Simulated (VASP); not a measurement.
# CdTe (F-43m) in VASP: notebook

The runs below take CdTe through single point, with PBE.

Program: VASP 6.6.1. These are calculated values, not measurements. Logs are shortened: lines on timing, memory, paths and dates and some standing lists are left out, and cuts for length are marked.

## 1. The cell of the first run

Symmetry: F-43m, No. 216, cubic system. The conventional cell has a = 6.560 Å, b = 6.560 Å, c = 6.560 Å, α = 90.00°, β = 90.00°, γ = 90.00°. Within 3.7 Å of Cd (site symmetry -43m) lie 4 Te at 2.84 Å. Within 3.7 Å of Te (site symmetry -43m) lie 4 Cd at 2.84 Å.

## 2. Single point, PBE

Contents of INCAR:

```
PREC = Accurate
ENCUT = 500
EDIFF = 1E-6
ISMEAR = 0
SIGMA = 0.01
LREAL = False
LASPH = True
NELM = 120
ALGO = Normal
ISIF = 2
LWAVE = False
LCHARG = False
GGA = PE
NBANDS = 16
GGA_COMPAT = False
```

Contents of KPOINTS:

```
Automatic mesh
0
Gamma
  4 4 4
```

Contents of POSCAR:

```
CdTe
1.0
    0.0000000000      3.2799012461      3.2799012461
    3.2799012461      0.0000000000      3.2799012461
    3.2799012461      3.2799012461      0.0000000000
Cd Te
1 1
Direct
    0.0000000000      0.0000000000      0.0000000000
    0.2500000000      0.2500000000      0.2500000000
```

Potentials or basis: VASP PAW PBE potentials, release 64 (Cd, Te).

Run with:

```console
> cat potpaw_PBE.64/Cd/POTCAR potpaw_PBE.64/Te/POTCAR > POTCAR
> mpirun -np 1 vasp_std > vasp.out
```

OUTCAR:

```text
PREC = Accurate
   ENCUT = 500
   EDIFF = 1E-6
   ISMEAR = 0
   LREAL = False
   LASPH = True
   NELM = 120
   ISIF = 2
   GGA = PE

 ion  position               nearest neighbor table
   1  0.000  0.000  0.000-   2 2.84   2 2.84   2 2.84   2 2.84
   2  0.250  0.250  0.250-   1 2.84   1 2.84   1 2.84   1 2.84

  LATTYP: Found a face centered cubic cell.
 ALAT       =     6.5598024922

  Lattice vectors:

 A1 = (   0.0000000000,   3.2799012461,   3.2799012461)
 A2 = (   3.2799012461,   0.0000000000,   3.2799012461)
 A3 = (   3.2799012461,   3.2799012461,   0.0000000000)

Analysis of symmetry for initial positions (statically):
=====================================================================
 Subroutine PRICEL returns:
 Original cell was already a primitive cell.

 Routine SETGRP: Setting up the symmetry group for a
 face centered cubic supercell.

 Subroutine GETGRP returns: Found 24 space group operations
 (whereof 24 operations were pure point group operations)
 out of a pool of 48 trial point group operations.

The static configuration has the point symmetry T_d .

Analysis of symmetry for dynamics (positions and initial velocities):
=====================================================================
 Subroutine PRICEL returns:
 Original cell was already a primitive cell.

 Routine SETGRP: Setting up the symmetry group for a
 face centered cubic supercell.

 Subroutine GETGRP returns: Found 24 space group operations
 (whereof 24 operations were pure point group operations)
 out of a pool of 48 trial point group operations.

The dynamic configuration has the point symmetry T_d .

 Subroutine INISYM returns: Found 24 space group operations
 (whereof 24 operations are pure point group operations),
 and found     1 'primitive' translations

----------------------------------------------------------------------------------------

                                     Primitive cell

  volume of cell :      70.5687

  direct lattice vectors                    reciprocal lattice vectors
     0.000000000  3.279901246  3.279901246    -0.152443614  0.152443614  0.152443614
     3.279901246  0.000000000  3.279901246     0.152443614 -0.152443614  0.152443614
     3.279901246  3.279901246  0.000000000     0.152443614  0.152443614 -0.152443614

  length of vectors
     4.638480825  4.638480825  4.638480825     0.264040085  0.264040085  0.264040085

  position of ions in fractional coordinates (direct lattice)
     0.000000000  0.000000000  0.000000000
     0.250000000  0.250000000  0.250000000

  ion indices of the primitive-cell ions
   primitive index   ion index
                 1           1
                 2           2

----------------------------------------------------------------------------------------

 KPOINTS: Automatic mesh

Automatic generation of k-mesh.
 Grid dimensions read from file:
 generate k-points for:    4    4    4

 Generating k-lattice:

  Cartesian coordinates                     Fractional coordinates (reciprocal lattice)
    -0.038110904  0.038110904  0.038110904     0.250000000  0.000000000  0.000000000
     0.038110904 -0.038110904  0.038110904     0.000000000  0.250000000  0.000000000
     0.038110904  0.038110904 -0.038110904     0.000000000  0.000000000  0.250000000

  Length of vectors
     0.066010021  0.066010021  0.066010021

  Shift w.r.t. Gamma in fractional coordinates (k-lattice)
     0.000000000  0.000000000  0.000000000

 Subroutine IBZKPT returns following result:
 ===========================================

 Found      8 irreducible k-points:

 Following reciprocal coordinates:
            Coordinates               Weight
  0.000000  0.000000  0.000000      1.000000
  0.250000  0.000000  0.000000      8.000000
  0.500000  0.000000  0.000000      4.000000
  0.250000  0.250000  0.000000      6.000000
  0.500000  0.250000  0.000000     24.000000
 -0.250000  0.250000  0.000000     12.000000
  0.500000  0.500000  0.000000      3.000000
 -0.250000  0.500000  0.250000      6.000000
   k-points           NKPTS =      8   k-points in BZ     NKDIM =      8   number of bands    NBANDS=     16
   number of dos      NEDOS =    301   number of ions     NIONS =      2
   total plane-waves  NPLWV =  46656
   dimension x,y,z NGX =    36 NGY =   36 NGZ =   36
   dimension x,y,z NGXF=    72 NGYF=   72 NGZF=   72
   ions per type =               1   1
   NGX,Y,Z   is equivalent  to a cutoff of  12.90, 12.90, 12.90 a.u.
   NGXF,Y,Z  is equivalent  to a cutoff of  25.81, 25.81, 25.81 a.u.
 SYSTEM =  unknown system
   PREC   = accura    normal or accurate (medium, high low for compatibility)
   ISTART =      0    job   : 0-new  1-cont  2-samecut
   ICHARG =      2    charge: 1-file 2-atom 10-const
   ISPIN  =      1    spin polarized calculation?
   LNONCOLLINEAR =      F non collinear calculations
   LSORBIT =      F    spin-orbit coupling
   LASPH  =      T    aspherical Exc in radial PAW
   ENCUT  =  500.0 eV  36.75 Ry    6.06 a.u.   8.46  8.46  8.46*2*pi/ulx,y,z
   NELM   =    120;   NELMIN=  2; NELMDL= -5     # of ELM steps
   EDIFF  = 0.1E-05   stopping-criterion for ELM
   LREAL  =      F    real-space projection
   EDIFFG = 0.1E-04   stopping-criterion for IOM
   NSW    =      0    number of steps for IOM
   IBRION =     -1    ionic relax: 0-MD 1-quasi-New 2-CG
   NFREE  =      0    steps in history (QN), initial steepest desc. (CG)
   ISIF   =      2    stress and relaxation
   ISYM   =      2    0-nonsym 1-usesym 2-fastsym
   POTIM  = 0.5000    time-step for ionic-motion
   TEBEG  =    0.0;   TEEND  =   0.0 temperature during run
   PSTRESS=    0.0 pullay stress
   NELECT =      18.0000    total number of electrons
   NUPDOWN=      -1.0000    fix difference up-down
   EMIN   =  10.00;   EMAX   =-10.00  energy-range for DOS
   EFERMI =   0.00;   METHOD = LEGACY
   ISMEAR =     0;   SIGMA  =   0.01  broadening in eV -4-tet -1-fermi 0-gaus
   EFERMI_NEDOS =   21; number of points for ismear=-14 and -15
   IALGO  =     38    algorithm
   IMIX   =      4    mixing-type and parameters
     AMIX     =   0.40;   BMIX     =  1.00
     AMIX_MAG =   1.60;   BMIX_MAG =  1.00
  volume/ion in A,a.u.               =      35.28       238.11
  Fermi-wavevector in a.u.,A,eV,Ry     =   1.038233  1.961976 14.666102  1.077928
  Thomas-Fermi vector in A             =   2.172708
   LORBIT       =      0    0 simple, 1 ext, 2 COOP (PROOUT), +10 PAW based schemes
   GGA     = PE    functional components
   LHFCALC =     F    Hartree Fock is set to
   AEXX    =    0.0000 exact exchange contribution
   IVDW    =     0    specifies the selected vdW correction
   LEPSILON=     F    determine dielectric tensor
   LRPA    =     F    only Hartree local field effects (RPA)
 non-spin polarized calculation
 Gauss-broadening in eV      SIGMA  =   0.01
  energy-cutoff  :      500.00
  volume of cell :       70.57
 maximum number of plane-waves:      1812
 NGX is ok and might be reduce to    36
   NGX = 17   NGY = 17   NGZ = 17

 number of electron      18.0000006 magnetization

 Free energy of the ion-electron system (eV)
  ---------------------------------------------------
  ext. energy  EPLUGINS =         0.00000000
  ---------------------------------------------------
  free energy    TOTEN  =        -4.74591661 eV

  energy without entropy =       -4.74591661  energy(sigma->0) =       -4.74591661

 E-fermi :   2.1406     XC(G=0):  -8.4111

 val. band max:        2.0506675563   @ k =   0.0000   0.0000   0.0000
 cond. band min:       2.6989517542   @ k =   0.0000   0.0000   0.0000
 fundamental gap:      0.6482841979
 Fermi energy:         2.1405517732

 k-point     1 :       0.0000    0.0000    0.0000
  band No.  band energies     occupation
      1      -8.9164      2.00000
      2      -6.1489      2.00000
      3      -6.1489      2.00000
      4      -6.1489      2.00000
      5      -5.9166      2.00000
      6      -5.9166      2.00000
[... 8 lines left out ...]
     15      11.3302      0.00000
     16      11.3302      0.00000

 k-point     2 :       0.2500    0.0000    0.0000
  band No.  band energies     occupation
      1      -8.7334      2.00000
      2      -6.1170      2.00000
      3      -6.1170      2.00000
      4      -5.9599      2.00000
      5      -5.9167      2.00000
      6      -5.9167      2.00000
[... 8 lines left out ...]
     15      10.4608      0.00000
     16      10.4608      0.00000

 k-point     3 :       0.5000    0.0000    0.0000
  band No.  band energies     occupation
      1      -8.5541      2.00000
      2      -6.0923      2.00000
      3      -6.0923      2.00000
      4      -5.9083      2.00000
      5      -5.9083      2.00000
      6      -5.5879      2.00000
[... 8 lines left out ...]
     15      12.2592      0.00000
     16      12.2592      0.00000

 k-point     4 :       0.2500    0.2500    0.0000
  band No.  band energies     occupation
      1      -8.6742      2.00000
      2      -6.0799      2.00000
      3      -6.0799      2.00000
      4      -5.9977      2.00000
      5      -5.9028      2.00000
      6      -5.8835      2.00000
[... 8 lines left out ...]
     15      11.8585      0.00000
     16      12.5508      0.00000

 k-point     5 :       0.5000    0.2500    0.0000
  band No.  band energies     occupation
      1      -8.4998      2.00000
      2      -6.0620      2.00000
      3      -6.0461      2.00000
      4      -5.9514      2.00000
      5      -5.9020      2.00000
      6      -5.5350      2.00000
[... 8 lines left out ...]
     15      12.4594      0.00000
     16      12.9947      0.00000

 k-point     6 :      -0.2500    0.2500    0.0000
  band No.  band energies     occupation
      1      -8.5564      2.00000
      2      -6.0777      2.00000
      3      -6.0755      2.00000
      4      -5.9232      2.00000
      5      -5.9219      2.00000
      6      -5.6525      2.00000
[... 8 lines left out ...]
     15      11.4644      0.00000
     16      13.0618      0.00000

 k-point     7 :       0.5000    0.5000    0.0000
  band No.  band energies     occupation
      1      -8.4442      2.00000
      2      -6.0055      2.00000
      3      -6.0035      2.00000
      4      -6.0035      2.00000
      5      -5.8890      2.00000
      6      -5.4585      2.00000
[... 8 lines left out ...]
     15      12.7870      0.00000
     16      13.4850      0.00000

 k-point     8 :      -0.2500    0.5000    0.2500
  band No.  band energies     occupation
      1      -8.4456      2.00000
      2      -6.0400      2.00000
      3      -6.0330      2.00000
      4      -5.9423      2.00000
      5      -5.9153      2.00000
      6      -5.3876      2.00000
[... 8 lines left out ...]
     15      12.9894      0.00000
     16      13.2209      0.00000

------------------------ aborting loop because EDIFF is reached ----------------------------------------

  FORCE on cell =-STRESS in cart. coord.  units (eV):
  Direction    XX          YY          ZZ          XY          YZ          ZX
  --------------------------------------------------------------------------------------
  -------------------------------------------------------------------------------------
  Total        0.5816743      0.5816743      0.5816743     -0.0000000      0.0000000      0.0000000
  in kB       13.2062091     13.2062091     13.2062091     -0.0000000      0.0000000      0.0000000
  external PRESSURE =      13.2062091 kB  Pullay stress =       0.0000000 kB

 VOLUME and BASIS-vectors are now :
 -----------------------------------------------------------------------------
  energy-cutoff  :      500.00
  volume of cell :       70.57
      direct lattice vectors                 reciprocal lattice vectors
     0.000000000  3.279901246  3.279901246    -0.152443614  0.152443614  0.152443614
     3.279901246  0.000000000  3.279901246     0.152443614 -0.152443614  0.152443614
     3.279901246  3.279901246  0.000000000     0.152443614  0.152443614 -0.152443614

 POSITION                                       TOTAL-FORCE (eV/Angst)
 -----------------------------------------------------------------------------------
      0.00000      0.00000      0.00000        -0.000000     -0.000000     -0.000000
      1.63995      1.63995      1.63995         0.000000      0.000000      0.000000
 -----------------------------------------------------------------------------------
    total drift:                                0.000000      0.000000      0.000000

  FREE ENERGIE OF THE ION-ELECTRON SYSTEM (eV)
  ---------------------------------------------------
  free  energy   TOTEN  =        -4.7459166113 eV

  energy  without entropy=       -4.7459166113  energy(sigma->0) =       -4.74591661
```

Run time: 10 s. Hardware: 1 thread of Intel Xeon Platinum 8375C at 2.90GHz (Ice Lake), shared host; peak memory 0.2 GiB.

Results:

```
Free energy            : -4.7459 eV
Pressure               : 1.3 GPa
Band gap on the k mesh : 0.65 eV
```

Levels at points of the mesh, in eV from the valence-band top:
```tsv
k point	band 5	band 6	band 7	band 8	band 9	band 10	band 11	band 12	band 13	band 14
(0.00, 0.00, 0.00)	-7.97	-7.97	0.00	0.00	0.00	0.65	4.61	4.61	4.61	7.41
(0.50, 0.00, 0.00)	-7.96	-7.64	-4.23	-0.73	-0.73	1.77	5.18	5.18	7.04	8.52
(0.50, 0.50, 0.00)	-7.94	-7.51	-4.15	-1.75	-1.75	2.66	2.67	8.65	8.93	8.93
```

Caveat: semilocal functionals underestimate gaps, and a narrow one can read as zero; spin-orbit coupling is left out, which moves the levels of the heavy elements.

## 3. Single point, PBE

Contents of INCAR:

```
SYSTEM = CdTe
  PREC = Accurate
  ENCUT = 500
  EDIFF = 1E-6
  ISMEAR = 0
  SIGMA = 0.01
  LREAL = .FALSE.
  LASPH = .TRUE.
  NELM = 120
  ALGO = Normal
  ISIF = 2
  LWAVE = .FALSE.
  LCHARG = .FALSE.
  GGA = PE
  NBANDS = 16
  GGA_COMPAT = .FALSE.
```

Contents of KPOINTS:

```
regular mesh
0
G
  4 4 4
  0 0 0
```

POSCAR is that of step 2.

Potentials or basis: VASP PAW PBE potentials, release 64 (Cd, Te).

Run with:

```console
> cat potpaw_PBE.64/Cd/POTCAR potpaw_PBE.64/Te/POTCAR > POTCAR
> mpirun -np 1 vasp_std > vasp.out
```

It took 9.6 s on 1 thread of Intel Xeon Platinum 8375C at 2.90GHz (Ice Lake), shared host; peak memory 0.2 GiB.

The run converged. Its results:

| Quantity | Value |
| --- | --- |
| Free energy | -4.7459 eV |
| Pressure | 1.3 GPa |
| Band gap on the k mesh | 0.65 eV |

Levels at points of the mesh, in eV from the valence-band top:
```
           k point  band 6  band 7  band 8  band 9  band 10  band 11  band 12  band 13
(0.00, 0.00, 0.00)   -7.97    0.00    0.00    0.00     0.65     4.61     4.61     4.61
(0.50, 0.00, 0.00)   -7.64   -4.23   -0.73   -0.73     1.77     5.18     5.18     7.04
(0.50, 0.50, 0.00)   -7.51   -4.15   -1.75   -1.75     2.66     2.67     8.65     8.93
```

Caveat: semilocal functionals underestimate gaps, and a narrow one can read as zero; spin-orbit coupling is left out, which moves the levels of the heavy elements.
